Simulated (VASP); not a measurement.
# FeO (Fm-3m) in VASP: a series of runs, part 2 of 2

VASP 6.6.1. Earlier steps stand in the parts before.

### 4 Single point, PBE, collinear spin, ferromagnetic start

This run uses another cell than the first one, of 10.01 Å³/atom.

INCAR reads:

```
SYSTEM = FeO
ALGO = Normal
EDIFF = 1E-6
ENCUT = 700
GGA = PE
GGA_COMPAT = .False.
ISIF = 2
ISMEAR = 0
ISPIN = 2
LASPH = .True.
LCHARG = .True.
LELF = .True.
LMAXMIX = 4
LORBIT = 11
LREAL = .False.
LVHAR = .True.
LWAVE = .False.
MAGMOM = 3 0
NBANDS = 22
NELM = 200
PREC = Accurate
SIGMA = 0.014
```

KPOINTS reads:

```
k-points
0
Gamma
  11 11 11
  0 0 0
```

POSCAR reads:

```
FeO
1.0
    0.0000000000      2.1554000000      2.1554000000
    2.1554000000      0.0000000000      2.1554000000
    2.1554000000      2.1554000000      0.0000000000
Fe O
1 1
Direct
    0.0000000000      0.0000000000      0.0000000000
    0.5000000000      0.5000000000      0.5000000000
```

Potentials or basis: VASP PAW PBE potentials, release 64 (Fe_sv, O).

Command:

```bash
cat potpaw_PBE.64/Fe_sv/POTCAR potpaw_PBE.64/O/POTCAR > POTCAR
mpirun -np 1 vasp_std > vasp.out
```

OUTCAR:

```text
SYSTEM = FeO
   EDIFF = 1E-6
   ENCUT = 700
   GGA = PE
   ISIF = 2
   ISMEAR = 0
   ISPIN = 2
   LASPH = .True.
   LORBIT = 11
   LREAL = .False.
   NELM = 200
   PREC = Accurate

 ion  position               nearest neighbor table
   1  0.000  0.000  0.000-   2 2.16   2 2.16   2 2.16   2 2.16   2 2.16   2 2.16
   2  0.500  0.500  0.500-   1 2.16   1 2.16   1 2.16   1 2.16   1 2.16   1 2.16

  LATTYP: Found a face centered cubic cell.
 ALAT       =     4.3108000000

  Lattice vectors:

 A1 = (   0.0000000000,   2.1554000000,   2.1554000000)
 A2 = (   2.1554000000,   0.0000000000,   2.1554000000)
 A3 = (   2.1554000000,   2.1554000000,   0.0000000000)

Analysis of symmetry for initial positions (statically):
=====================================================================
 Subroutine PRICEL returns:
 Original cell was already a primitive cell.

 Routine SETGRP: Setting up the symmetry group for a
 face centered cubic supercell.

 Subroutine GETGRP returns: Found 48 space group operations
 (whereof 48 operations were pure point group operations)
 out of a pool of 48 trial point group operations.

The static configuration has the point symmetry O_h .

Analysis of symmetry for dynamics (positions and initial velocities):
=====================================================================
 Subroutine PRICEL returns:
 Original cell was already a primitive cell.

 Routine SETGRP: Setting up the symmetry group for a
 face centered cubic supercell.

 Subroutine GETGRP returns: Found 48 space group operations
 (whereof 48 operations were pure point group operations)
 out of a pool of 48 trial point group operations.

The dynamic configuration has the point symmetry O_h .

Analysis of structural, dynamic, and magnetic symmetry:
=====================================================================
 Subroutine PRICEL returns:
 Original cell was already a primitive cell.

 Routine SETGRP: Setting up the symmetry group for a
 face centered cubic supercell.

[... 147 lines left out ...]
  ---------------------------------------------------
  free energy    TOTEN  =       -15.03872655 eV

  energy without entropy =      -15.03846856  energy(sigma->0) =      -15.03859756

 E-fermi :   9.8170     XC(G=0): -12.5275

 val. band max:        9.8136971792   @ k =  -0.3636   0.2727   0.0909
 cond. band min:       9.8253709983   @ k =   0.0000   0.0000   0.0000
 fundamental gap:      0.0116738191
 Fermi energy:         9.8169646409

 spin component 1

 k-point     1 :       0.0000    0.0000    0.0000
  band No.  band energies     occupation
      1     -80.1066      1.00000
      2     -46.1332      1.00000
      3     -46.1332      1.00000
      4     -46.1332      1.00000
      5     -10.9727      1.00000
      6       5.9370      1.00000
[... 589 lines left out ...]
     21      36.0912      0.00000
     22      37.8301      0.00000

 [... further k-points ...]

 spin component 2

 k-point     1 :       0.0000    0.0000    0.0000
  band No.  band energies     occupation
      1     -75.9425      1.00000
      2     -42.0622      1.00000
      3     -42.0622      1.00000
      4     -42.0622      1.00000
      5     -10.4490      1.00000
      6       6.4833      1.00000
[... 589 lines left out ...]
     21      36.8637      0.00000
     22      38.6039      0.00000

 [... further k-points ...]

------------------------ aborting loop because EDIFF is reached ----------------------------------------

  FORCE on cell =-STRESS in cart. coord.  units (eV):
  Direction    XX          YY          ZZ          XY          YZ          ZX
  --------------------------------------------------------------------------------------
  -------------------------------------------------------------------------------------
  Total       -0.1771806     -0.1771806     -0.1771806      0.0000000      0.0000000      0.0000000
  in kB      -14.1746768    -14.1746768    -14.1746768      0.0000000      0.0000000      0.0000000
  external PRESSURE =     -14.1746768 kB  Pullay stress =       0.0000000 kB

 VOLUME and BASIS-vectors are now :
 -----------------------------------------------------------------------------
  energy-cutoff  :      700.00
  volume of cell :       20.03
      direct lattice vectors                 reciprocal lattice vectors
     0.000000000  2.155400000  2.155400000    -0.231975503  0.231975503  0.231975503
     2.155400000  0.000000000  2.155400000     0.231975503 -0.231975503  0.231975503
     2.155400000  2.155400000  0.000000000     0.231975503  0.231975503 -0.231975503

 POSITION                                       TOTAL-FORCE (eV/Angst)
 -----------------------------------------------------------------------------------
      0.00000      0.00000      0.00000         0.000000      0.000000      0.000000
      2.15540      2.15540      2.15540        -0.000000     -0.000000     -0.000000
 -----------------------------------------------------------------------------------
    total drift:                                0.000000      0.000000      0.000000

  FREE ENERGIE OF THE ION-ELECTRON SYSTEM (eV)
  ---------------------------------------------------
  free  energy   TOTEN  =       -15.0387265506 eV

  energy  without entropy=      -15.0384685617  energy(sigma->0) =      -15.03859756

 total charge

# of ion       s       p       d       tot
------------------------------------------
    1        2.103   5.998   5.515  13.616
    2        1.552   3.442   0.000   4.994
--------------------------------------------------
tot          3.654   9.440   5.515  18.610

 magnetization (x)

# of ion       s       p       d       tot
------------------------------------------
    1        0.015   0.011   3.453   3.478
    2        0.030   0.266   0.000   0.296
--------------------------------------------------
tot          0.045   0.276   3.453   3.774
```

stdout:

```text
POSCAR found type information on POSCAR FeO
 POSCAR found :  2 types and       2 ions
 scaLAPACK will be used
 LDA part: xc-table for (Slater+PW92), standard interpolation
 POSCAR, INCAR and KPOINTS ok, starting setup
 FFT: planning ... GRIDC
 FFT: planning ... GRID_SOFT
 FFT: planning ... GRID
 WAVECAR not read
 entering main loop
```

Run time: 46 s. Hardware: 1 thread of Intel Xeon Platinum 8559C (Emerald Rapids), shared host; peak memory 0.2 GiB.

Results:

```yaml
Free_energy: -15.0387 eV
Pressure: -1.4 GPa
Band_gap_on_the_k_mesh: zero (filled and empty bands overlap)
Net_moment: 4.00 μB per cell
Site_moments: Fe +3.48; O +0.30 μB
Valence_electrons_inside_the_program's_atomic_spheres: Fe 13.62; O 4.99
```

Caveat: a cell with one magnetic atom can't hold antiferromagnetic order, which such compounds often take; semilocal functionals often make such compounds metallic where correlation or magnetic order opens a gap, which also shifts bond lengths.

### 5 Single point, PBE+D4, collinear spin, ferromagnetic start

This run uses another cell than the first one, of 10.01 Å³/atom.

INCAR reads:

```
SYSTEM = FeO
  PREC = Accurate
  ENCUT = 700
  EDIFF = 1E-6
  ISMEAR = -1
  SIGMA = 0.05
  LREAL = .FALSE.
  LASPH = .TRUE.
  NELM = 200
  ALGO = Normal
  ISIF = 2
  LWAVE = .FALSE.
  LCHARG = .FALSE.
  ISPIN = 2
  MAGMOM = 3 0
  LORBIT = 11
  LMAXMIX = 4
  GGA = PE
  IVDW = 13
  NBANDS = 22
  GGA_COMPAT = .FALSE.
```

KPOINTS reads:

```
Automatic mesh
0
G
  11 11 11
  0 0 0
```

POSCAR is that of step 4.

Command:

```bash
cat potpaw_PBE.64/Fe_sv/POTCAR potpaw_PBE.64/O/POTCAR > POTCAR
mpirun -np 1 vasp_std > vasp.out
```

Run time: 42 s. Hardware: 1 thread of AMD EPYC 9R45 (Zen 5), shared host; peak memory 0.18 GiB.

The run converged. Its results:

```
Free energy                                           : -15.7167 eV
Pressure                                              : -5.7 GPa
Band gap on the k mesh                                : zero (filled and empty bands overlap)
Net moment                                            : 4.00 μB per cell
Site moments                                          : Fe +3.48; O +0.30 μB
Valence electrons inside the program's atomic spheres : Fe 13.62; O 4.99
Dispersion energy per atom                            : -0.336 eV
```

Levels at points of the mesh, in eV from the Fermi level:
Spin up:
```
           k point  band 9  band 10  band 11  band 12  band 13  band 14  band 15  band 16  band 17  band 18
(0.00, 0.00, 0.00)   -3.87    -3.87    -3.87    -3.68    -3.68     0.01    15.24    16.95    16.95    16.95
```
Spin down:
```tsv
k point	band 7	band 8	band 9	band 10	band 11	band 12
(0.00, 0.00, 0.00)	-3.33	-3.33	-0.74	-0.74	-0.74	0.22
```

Caveat: the cell stands under tension; a cell with one magnetic atom can't hold antiferromagnetic order, which such compounds often take; semilocal functionals often make such compounds metallic where correlation or magnetic order opens a gap, which also shifts bond lengths.

### 6 Summary

| level | cell | smearing | gap on the mesh (eV) | pressure (GPa) | moment (μB) |
| --- | --- | --- | --- | --- | --- |
| PBE+D4 | a = 3.028 Å, angles 60.0°, 2 atoms | fermi-dirac 0.05 eV | none | 60.0 | 4.00 |
| PBEsol+D4 | a = 3.028 Å, angles 60.0°, 2 atoms | fermi-dirac 0.05 eV | none | 27.5 | 4.00 |
| PBE | a = 3.048 Å, angles 60.0°, 2 atoms | gaussian 0.014 eV | none | -1.4 | 4.00 |
| PBE+D4 | a = 3.048 Å, angles 60.0°, 2 atoms | fermi-dirac 0.05 eV | none | -5.7 | 4.00 |

Alike in all rows: task single point; potentials or basis VASP PAW PBE potentials, release 64 (Fe_sv, O); spin collinear, ferromagnetic start; k mesh 11 × 11 × 11; cutoff (eV) 700.

Caveats: a cell with one magnetic atom can't hold antiferromagnetic order, which such compounds often take; semilocal functionals often make such compounds metallic where correlation or magnetic order opens a gap, which also shifts bond lengths; the cell stands under pressure (at least some runs); the PAW data sets were made with another functional, which shifts forces and pressure a little (at least some runs); the cell stands under tension (at least some runs).

Total energies depend on the potentials used, so only differences within one code and one set of settings carry meaning.
